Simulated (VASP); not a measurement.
# C19O in VASP: notebook

The runs below take C19O through single point, with PBE+D3(BJ).

Program: VASP 6.6.1. These are calculated values, not measurements. Logs are shortened: lines on timing, memory, paths and dates and some standing lists are left out, and cuts for length are marked.

**1. The cell of the first run**

The cell holds a slab with vacuum, 20 atoms: a = 7.398 Å, b = 7.398 Å, c = 12.000 Å, α = 90.00°, β = 90.00°, γ = 120.00°.

**2. Single point, PBE+D3(BJ)**

Input file INCAR:

```
SYSTEM = C19O
  ALGO = Normal
  EDIFF = 1E-6
  ENCUT = 520
  GGA = PE
  ISIF = 2
  ISMEAR = 0
  IVDW = 12
  LASPH = .TRUE.
  LCHARG = .FALSE.
  LREAL = Auto
  LWAVE = .FALSE.
  NBANDS = 57
  NELM = 60
  PREC = Accurate
  SIGMA = 0.02
```

Input file KPOINTS:

```
k-points
0
G
  2 2 1
  0 0 0
```

Input file POSCAR:

```
C19O
1.0
    7.3980000000      0.0000000000      0.0000000000
   -3.6990000000      6.4068560000      0.0000000000
    0.0000000000      0.0000000000     12.0000000000
C O
19 1
Direct
   -0.0009856028     -0.0007067089      0.0738804460
    0.2187954570      0.1049920101      0.0831320999
   -0.0009747821      0.3346547043      0.0738792584
    0.2188105064      0.4487422505      0.0831353609
    0.0007085208      0.6678213448      0.0741961696
    0.2203232143      0.7776285963      0.0741744332
    0.3307049246      0.0003762111      0.0794032972
    0.5581397512      0.1140931882      0.0794046832
    0.3205066427      0.3277204477      0.1104298026
    0.5683445977      0.4516395068      0.1104063186
    0.3307094851      0.6652646413      0.0794066723
    0.5581352322      0.7789780136      0.0794080430
    0.6685234828      0.0017287864      0.0741825269
    0.8881372060      0.1115357034      0.0742065199
    0.6700481539      0.3306204984      0.0831217795
    0.8898319847      0.4447004553      0.0738741397
    0.6700331483      0.6743514830      0.0831249020
    0.8898211834      0.7800542591      0.0738728722
    0.4444374803      0.3895658618      0.2142887888
    0.4445137134      0.3890954464      0.3141379860
```

Potentials or basis: VASP PAW PBE potentials, release 64 (C, O).

Command:

```console
cat potpaw_PBE.64/C/POTCAR potpaw_PBE.64/O/POTCAR > POTCAR
mpirun -np 1 vasp_std > vasp.out
```

OUTCAR:

```text
SYSTEM = C19O
   EDIFF = 1E-6
   ENCUT = 520
   GGA = PE
   ISIF = 2
   ISMEAR = 0
   IVDW = 12
   LASPH = .TRUE.
   LREAL = Auto
   NELM = 60
   PREC = Accurate
 IVDW          = 12

 ion  position               nearest neighbor table
   1  0.999  0.999  0.074-  18 1.40   2 1.41  14 1.43
   2  0.219  0.105  0.083-   7 1.39   1 1.41   9 1.47
   3  0.999  0.335  0.074-  16 1.40   4 1.41  14 1.43
   4  0.219  0.449  0.083-  11 1.39   3 1.41   9 1.47
   5  0.001  0.668  0.074-   6 1.41  18 1.43  16 1.43
   6  0.220  0.778  0.074-   5 1.41   7 1.43  11 1.43
   7  0.331  0.000  0.079-   2 1.39   6 1.43   8 1.46
   8  0.558  0.114  0.079-  15 1.39  13 1.43   7 1.46
   9  0.321  0.328  0.110-   4 1.47   2 1.47  19 1.48  10 1.59
  10  0.568  0.452  0.110-  17 1.47  15 1.47  19 1.48   9 1.59
  11  0.331  0.665  0.079-   4 1.39   6 1.43  12 1.46
  12  0.558  0.779  0.079-  17 1.39  13 1.43  11 1.46
  13  0.669  0.002  0.074-  14 1.41   8 1.43  12 1.43
  14  0.888  0.112  0.074-  13 1.41   3 1.43   1 1.43
  15  0.670  0.331  0.083-   8 1.39  16 1.41  10 1.47
  16  0.890  0.445  0.074-   3 1.40  15 1.41   5 1.43
  17  0.670  0.674  0.083-  12 1.39  18 1.41  10 1.47
  18  0.890  0.780  0.074-   1 1.40  17 1.41   5 1.43
  19  0.444  0.390  0.214-  20 1.20   9 1.48  10 1.48
  20  0.445  0.389  0.314-  19 1.20

  LATTYP: Found a hexagonal cell.
 ALAT       =     7.3980000000
 C/A-ratio  =     1.6220600162

  Lattice vectors:

 A1 = (   7.3980000000,   0.0000000000,   0.0000000000)
 A2 = (  -3.6990000000,   6.4068560000,   0.0000000000)
 A3 = (   0.0000000000,   0.0000000000,  12.0000000000)

Analysis of symmetry for initial positions (statically):
=====================================================================
 Subroutine PRICEL returns:
 Original cell was already a primitive cell.

 Routine SETGRP: Setting up the symmetry group for a
 hexagonal supercell.

 Subroutine GETGRP returns: Found  1 space group operations
 (whereof  1 operations were pure point group operations)
 out of a pool of 24 trial point group operations.

The static configuration has the point symmetry C_1 .

Analysis of symmetry for dynamics (positions and initial velocities):
=====================================================================
 Subroutine PRICEL returns:
 Original cell was already a primitive cell.

 Routine SETGRP: Setting up the symmetry group for a
 hexagonal supercell.

 Subroutine GETGRP returns: Found  1 space group operations
 (whereof  1 operations were pure point group operations)
 out of a pool of 24 trial point group operations.

The dynamic configuration has the point symmetry C_1 .

 Subroutine INISYM returns: Found  1 space group operations
 (whereof  1 operations are pure point group operations),
 and found     1 'primitive' translations

----------------------------------------------------------------------------------------

                                     Primitive cell

  volume of cell :     568.7750

  direct lattice vectors                    reciprocal lattice vectors
     7.398000000  0.000000000  0.000000000     0.135171668  0.078041398  0.000000000
    -3.699000000  6.406856000  0.000000000     0.000000000  0.156082796  0.000000000
     0.000000000  0.000000000 12.000000000     0.000000000  0.000000000  0.083333333

  length of vectors
     7.398000000  7.398000054 12.000000000     0.156082797  0.156082796  0.083333333

  position of ions in fractional coordinates (direct lattice)
     0.999014397  0.999293291  0.073880446
     0.218795457  0.104992010  0.083132100
     0.999025218  0.334654704  0.073879258
     0.218810506  0.448742250  0.083135361
     0.000708521  0.667821345  0.074196170
     0.220323214  0.777628596  0.074174433
[... 12 lines left out ...]
     0.444437480  0.389565862  0.214288789
     0.444513713  0.389095446  0.314137986

  ion indices of the primitive-cell ions
   primitive index   ion index
                 1           1
                 2           2
                 3           3
                 4           4
                 5           5
                 6           6
[... 12 lines left out ...]
                19          19
                20          20

----------------------------------------------------------------------------------------

 KPOINTS: k-points

Automatic generation of k-mesh.
 Grid dimensions read from file:
 generate k-points for:    2    2    1

 Generating k-lattice:

  Cartesian coordinates                     Fractional coordinates (reciprocal lattice)
     0.067585834  0.039020699  0.000000000     0.500000000  0.000000000  0.000000000
     0.000000000  0.078041398  0.000000000     0.000000000  0.500000000  0.000000000
     0.000000000  0.000000000  0.083333333     0.000000000  0.000000000  1.000000000

  Length of vectors
     0.078041399  0.078041398  0.083333333

  Shift w.r.t. Gamma in fractional coordinates (k-lattice)
     0.000000000  0.000000000  0.000000000

 Subroutine IBZKPT returns following result:
 ===========================================

 Found      4 irreducible k-points:

 Following reciprocal coordinates:
            Coordinates               Weight
  0.000000  0.000000  0.000000      1.000000
  0.500000  0.000000  0.000000      1.000000
  0.000000  0.500000  0.000000      1.000000
  0.500000  0.500000  0.000000      1.000000
   k-points           NKPTS =      4   k-points in BZ     NKDIM =      4   number of bands    NBANDS=     57
   number of dos      NEDOS =    301   number of ions     NIONS =     20
   total plane-waves  NPLWV = 282240
   dimension x,y,z NGX =    56 NGY =   56 NGZ =   90
   dimension x,y,z NGXF=   112 NGYF=  112 NGZF=  180
   ions per type =              19   1
   NGX,Y,Z   is equivalent  to a cutoff of  12.58, 12.58, 12.47 a.u.
   NGXF,Y,Z  is equivalent  to a cutoff of  25.17, 25.17, 24.94 a.u.
 SYSTEM =  C19O
   PREC   = accura    normal or accurate (medium, high low for compatibility)
   ISTART =      0    job   : 0-new  1-cont  2-samecut
   ICHARG =      2    charge: 1-file 2-atom 10-const
   ISPIN  =      1    spin polarized calculation?
   LNONCOLLINEAR =      F non collinear calculations
   LSORBIT =      F    spin-orbit coupling
   LASPH  =      T    aspherical Exc in radial PAW
   ENCUT  =  520.0 eV  38.22 Ry    6.18 a.u.  13.76 13.76 22.31*2*pi/ulx,y,z
   NELM   =     60;   NELMIN=  2; NELMDL= -5     # of ELM steps
   EDIFF  = 0.1E-05   stopping-criterion for ELM
   LREAL  =      T    real-space projection
   EDIFFG = 0.1E-04   stopping-criterion for IOM
   NSW    =      0    number of steps for IOM
   IBRION =     -1    ionic relax: 0-MD 1-quasi-New 2-CG
   NFREE  =      0    steps in history (QN), initial steepest desc. (CG)
   ISIF   =      2    stress and relaxation
   ISYM   =      2    0-nonsym 1-usesym 2-fastsym
   POTIM  = 0.5000    time-step for ionic-motion
   TEBEG  =    0.0;   TEEND  =   0.0 temperature during run
   PSTRESS=    0.0 pullay stress
   NELECT =      82.0000    total number of electrons
   NUPDOWN=      -1.0000    fix difference up-down
   EMIN   =  10.00;   EMAX   =-10.00  energy-range for DOS
   EFERMI =   0.00;   METHOD = LEGACY
   ISMEAR =     0;   SIGMA  =   0.02  broadening in eV -4-tet -1-fermi 0-gaus
   EFERMI_NEDOS =   21; number of points for ismear=-14 and -15
   IALGO  =     38    algorithm
   IMIX   =      4    mixing-type and parameters
     AMIX     =   0.40;   BMIX     =  1.00
     AMIX_MAG =   1.60;   BMIX_MAG =  1.00
  volume/ion in A,a.u.               =      28.44       191.91
  Fermi-wavevector in a.u.,A,eV,Ry     =   0.858419  1.622176 10.025902  0.736883
  Thomas-Fermi vector in A             =   1.975621
   LORBIT       =      0    0 simple, 1 ext, 2 COOP (PROOUT), +10 PAW based schemes
   GGA     = PE    functional components
   LHFCALC =     F    Hartree Fock is set to
   AEXX    =    0.0000 exact exchange contribution
   IVDW    =    12    specifies the selected vdW correction
   LEPSILON=     F    determine dielectric tensor
   LRPA    =     F    only Hartree local field effects (RPA)
 non-spin polarized calculation
 Gauss-broadening in eV      SIGMA  =   0.02
  energy-cutoff  :      520.00
  volume of cell :      568.78
 maximum number of plane-waves:     15363
 NGX is ok and might be reduce to    56
   NGX = 27   NGY = 27   NGZ = 45

 number of electron      82.0000003 magnetization

 Free energy of the ion-electron system (eV)
  ---------------------------------------------------
  ext. energy  EPLUGINS =         0.00000000
  ---------------------------------------------------
  free energy    TOTEN  =      -177.82521096 eV

  energy without entropy =     -177.82521096  energy(sigma->0) =     -177.82521096

 E-fermi :  -1.8271     XC(G=0):  -4.0007

 val. band max:       -1.9231002485   @ k =   0.0000   0.0000   0.0000
 cond. band min:      -1.6890786079   @ k =   0.0000   0.0000   0.0000
 fundamental gap:      0.2340216406
 Fermi energy:        -1.8270959632

 k-point     1 :       0.0000    0.0000    0.0000
  band No.  band energies     occupation
      1     -24.6976      2.00000
      2     -21.7374      2.00000
      3     -20.0912      2.00000
      4     -18.9574      2.00000
      5     -18.9358      2.00000
      6     -18.8422      2.00000
[... 45 lines left out ...]
     52       3.6588      0.00000
     53       4.3810      0.00000

 k-point     2 :       0.5000    0.0000    0.0000
  band No.  band energies     occupation
      1     -24.6970      2.00000
      2     -21.4090      2.00000
      3     -20.7872      2.00000
      4     -19.7801      2.00000
      5     -19.5369      2.00000
      6     -17.8659      2.00000
[... 45 lines left out ...]
     52       4.3254      0.00000
     53       4.3286      0.00000

 k-point     3 :       0.0000    0.5000    0.0000
  band No.  band energies     occupation
      1     -24.6971      2.00000
      2     -21.4312      2.00000
      3     -20.7190      2.00000
      4     -19.8966      2.00000
      5     -19.4465      2.00000
      6     -18.0100      2.00000
[... 45 lines left out ...]
     52       3.6906      0.00000
     53       4.3249      0.00000

 k-point     4 :       0.5000    0.5000    0.0000
  band No.  band energies     occupation
      1     -24.6971      2.00000
      2     -21.4312      2.00000
      3     -20.7190      2.00000
      4     -19.8966      2.00000
      5     -19.4465      2.00000
      6     -18.0100      2.00000
[... 45 lines left out ...]
     52       3.6906      0.00000
     53       4.3249      0.00000
 [bands above 53 left out]

------------------------ aborting loop because EDIFF is reached ----------------------------------------

 Edisp (eV)   -1.77471

 E8    (eV) :    -0.5486

  FORCE on cell =-STRESS in cart. coord.  units (eV):
  Direction    XX          YY          ZZ          XY          YZ          ZX
  --------------------------------------------------------------------------------------
  -------------------------------------------------------------------------------------
  Total       7.78835     5.57707     0.55182     1.90203    -0.00958     0.00503
  in kB      21.93893    15.70999     1.55440     5.35782    -0.02699     0.01416
  external pressure =       13.07 kB  Pullay stress =        0.00 kB

 VOLUME and BASIS-vectors are now :
 -----------------------------------------------------------------------------
  energy-cutoff  :      520.00
  volume of cell :      568.78
      direct lattice vectors                 reciprocal lattice vectors
     7.398000000  0.000000000  0.000000000     0.135171668  0.078041398  0.000000000
    -3.699000000  6.406856000  0.000000000     0.000000000  0.156082796  0.000000000
     0.000000000  0.000000000 12.000000000     0.000000000  0.000000000  0.083333333

 POSITION                                       TOTAL-FORCE (eV/Angst)
 -----------------------------------------------------------------------------------
      3.69432      6.40233      0.88657        -0.002837      0.003786     -0.002792
      1.23028      0.67267      0.99759        -0.007550      0.019168     -0.002560
      6.15290      2.14408      0.88655         0.002851      0.003797     -0.005400
     -0.04114      2.87503      0.99762         0.000862     -0.010475     -0.000148
     -2.46503      4.27864      0.89035        -0.007681     -0.001712     -0.004448
     -1.24650      4.98215      0.89009         0.010566     -0.000409     -0.007603
[... 12 lines left out ...]
      1.84694      2.49589      2.57147         0.002535      0.001247     -0.497133
      1.84925      2.49288      3.76966        -0.001544      0.002884      0.565134
 -----------------------------------------------------------------------------------
    total drift:                                0.006586     -0.008697      0.008264

  FREE ENERGIE OF THE ION-ELECTRON SYSTEM (eV)
  ---------------------------------------------------
  free  energy   TOTEN  =      -179.5999253123 eV

  energy  without entropy=     -179.5999253123  energy(sigma->0) =     -179.59992531
```

Run time: 2.2 min. Hardware: 1 thread of Intel Xeon 6975P-C (Granite Rapids), shared host; peak memory 0.58 GiB.

Results:

```
Free energy                : -179.5999 eV
Largest force              : 0.565 eV/Å
Band gap on the k mesh     : 0.23 eV, direct
Dispersion energy per atom : -0.089 eV
```

Forces in eV/Å, atoms in the order of the input:
```
C   -0.003  0.004 -0.003
C   -0.008  0.019 -0.003
C    0.003  0.004 -0.005
C    0.001 -0.010  0.000
C   -0.008 -0.002 -0.004
C    0.011  0.000 -0.008
C    0.022  0.000  0.000
C   -0.012 -0.020 -0.002
C   -0.010 -0.008 -0.012
C    0.011  0.005 -0.009
C    0.008  0.013  0.001
C   -0.021 -0.003 -0.006
C   -0.007 -0.011 -0.006
C    0.008  0.001 -0.003
C   -0.008  0.008 -0.003
C    0.003  0.005 -0.003
C    0.010 -0.008  0.001
C    0.000 -0.001 -0.003
C    0.003  0.001 -0.497
O   -0.002  0.003  0.565
```

Levels at points of the mesh, in eV from the valence-band top:
| k point | band 38 | band 39 | band 40 | band 41 | band 42 | band 43 | band 44 | band 45 |
| --- | --- | --- | --- | --- | --- | --- | --- | --- |
| (0.00, 0.00, 0.00) | -3.06 | -1.53 | -0.82 | 0.00 | 0.23 | 1.70 | 1.79 | 3.36 |
| (0.50, 0.00, 0.00) | -2.57 | -2.48 | -2.32 | -0.05 | 0.86 | 1.60 | 2.24 | 2.62 |
| (0.00, 0.50, 0.00) | -2.50 | -2.48 | -2.29 | -0.56 | 1.24 | 1.64 | 2.50 | 2.62 |
| (0.50, 0.50, 0.00) | -2.50 | -2.48 | -2.29 | -0.56 | 1.24 | 1.64 | 2.50 | 2.62 |

Caveat: the k points lie up to 0.49 Å⁻¹ apart.

**3. Single point, PBE+D3(BJ)**

Input file INCAR:

```
SYSTEM = C19O
PREC = Accurate ; ENCUT = 520
EDIFF = 1E-6 ; ISMEAR = 0
SIGMA = 0.02 ; LREAL = Auto
LASPH = .TRUE. ; NELM = 100
ALGO = Normal ; ISIF = 2
LWAVE = .FALSE. ; LCHARG = .FALSE.
GGA = PE ; IVDW = 12
NBANDS = 57
```

Input file KPOINTS:

```
Automatic mesh
0
G
  2 2 1
  0 0 0
```

Input file POSCAR:

```
C19O
1.0
    7.3980000000      0.0000000000      0.0000000000
   -3.6990000000      6.4068560000      0.0000000000
    0.0000000000      0.0000000000     12.0000000000
C O
19 1
Direct
   -0.0009855693     -0.0007067429      0.0738804167
    0.2187954345      0.1049920585      0.0831320833
   -0.0009747956      0.3346546262      0.0738792500
    0.2188105699      0.4487422536      0.0831353333
    0.0007084408      0.6678213152      0.0741961667
    0.2203231853      0.7776285279      0.0741744167
    0.3307048411      0.0003761595      0.0794033333
    0.5581397565      0.1140932464      0.0794046667
    0.3205066369      0.3277204919      0.1104298333
    0.5683446028      0.4516394625      0.1104063333
    0.3307095225      0.6652646790      0.0794066667
    0.5581352656      0.7789780198      0.0794080000
    0.6685234836      0.0017287731      0.0741825000
    0.8881372610      0.1115356737      0.0742065000
    0.6700481573      0.3306205103      0.0831217500
    0.8898319966      0.4447004896      0.0738741667
    0.6700331475      0.6743515072      0.0831249167
    0.8898211037      0.7800542107      0.0738728333
    0.4444374025      0.3895658026      0.2142887500
    0.4445136993      0.3890955252      0.3141380000
```

Potentials or basis: VASP PAW PBE potentials, release 64 (C, O).

Command:

```console
cat potpaw_PBE.64/C/POTCAR potpaw_PBE.64/O/POTCAR > POTCAR
mpirun -np 1 vasp_std > vasp.out
```

Wall time 2.3 min (1 thread of Intel Xeon 6975P-C (Granite Rapids), shared host); peak memory 0.58 GiB.

Results (log left out):

- Free energy: -179.5999 eV
- Largest force: 0.565 eV/Å
- Band gap on the k mesh: 0.23 eV, direct
- Dispersion energy per atom: -0.089 eV

Forces on the atoms (eV/Å):
```
C   -0.003  0.004 -0.003
C   -0.008  0.019 -0.003
C    0.003  0.004 -0.005
C    0.001 -0.010  0.000
C   -0.008 -0.002 -0.004
C    0.011  0.000 -0.008
C    0.022  0.000  0.000
C   -0.012 -0.020 -0.002
C   -0.010 -0.008 -0.012
C    0.011  0.005 -0.009
C    0.008  0.013  0.001
C   -0.021 -0.003 -0.006
C   -0.007 -0.011 -0.006
C    0.008  0.001 -0.003
C   -0.008  0.008 -0.003
C    0.003  0.005 -0.003
C    0.010 -0.008  0.001
C    0.000 -0.001 -0.003
C    0.003  0.001 -0.497
O   -0.002  0.003  0.565
```

Levels at points of the mesh, in eV from the valence-band top:
| k point | band 37 | band 38 | band 39 | band 40 | band 41 | band 42 | band 43 | band 44 | band 45 | band 46 |
| --- | --- | --- | --- | --- | --- | --- | --- | --- | --- | --- |
| (0.00, 0.00, 0.00) | -3.06 | -3.06 | -1.53 | -0.82 | 0.00 | 0.23 | 1.70 | 1.79 | 3.36 | 3.87 |
| (0.50, 0.00, 0.00) | -2.72 | -2.57 | -2.48 | -2.32 | -0.05 | 0.86 | 1.60 | 2.24 | 2.62 | 3.35 |
| (0.00, 0.50, 0.00) | -2.72 | -2.50 | -2.48 | -2.29 | -0.56 | 1.24 | 1.64 | 2.50 | 2.62 | 2.95 |
| (0.50, 0.50, 0.00) | -2.72 | -2.50 | -2.48 | -2.29 | -0.56 | 1.24 | 1.64 | 2.50 | 2.62 | 2.95 |

Caveat: the k points lie up to 0.49 Å⁻¹ apart.

(Continued in part 2 of 2.)
